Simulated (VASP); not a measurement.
Input of a VASP 6.6.1 run:

File INCAR:

```
ALGO = Normal ; EDIFF = 1E-7
EDIFFG = -0.01 ; ENCUT = 600
IBRION = 2 ; ISIF = 3
ISMEAR = -1 ; LASPH = T
LCHARG = F ; LREAL = F
LWAVE = F ; NELM = 60
NSW = 80 ; PREC = Accurate
SIGMA = 0.1
```

File KPOINTS:

```
k-points
0
Gamma
  12 12 7
```

The input POSCAR:

```
Nb
1.0
    2.9403180252      0.0000000000      0.0000000000
   -1.4701590126      2.5463901050      0.0000000000
    0.0000000000      0.0000000000      4.8015393351
Nb
2
Direct
    0.3333333333      0.6666666667      0.2500000000
    0.6666666667      0.3333333333      0.7500000000
```

Potentials or basis: VASP PAW LDA potentials, release 64 (Nb_sv).

Run with:

```console
$ cat potpaw_LDA.64/Nb_sv/POTCAR > POTCAR
$ mpirun -np 1 vasp_std > vasp.out
```

Task: Estimate the space group after relaxing (to 0.1 Å).

Result: P6_3/mmc (No. 194).

Task: Estimate the relaxed volume.

Result: 17.65 Å³/atom.

Final structure:
```xyz
2
Lattice="2.8112 0.0000 0.0000 -1.4056 2.4346 0.0000 0.0000 0.0000 5.1576" Properties=species:S:1:pos:R:3 pbc="T T T"
Nb    0.0000    1.6230    1.2894
Nb    1.4056    0.8115    3.8682
```
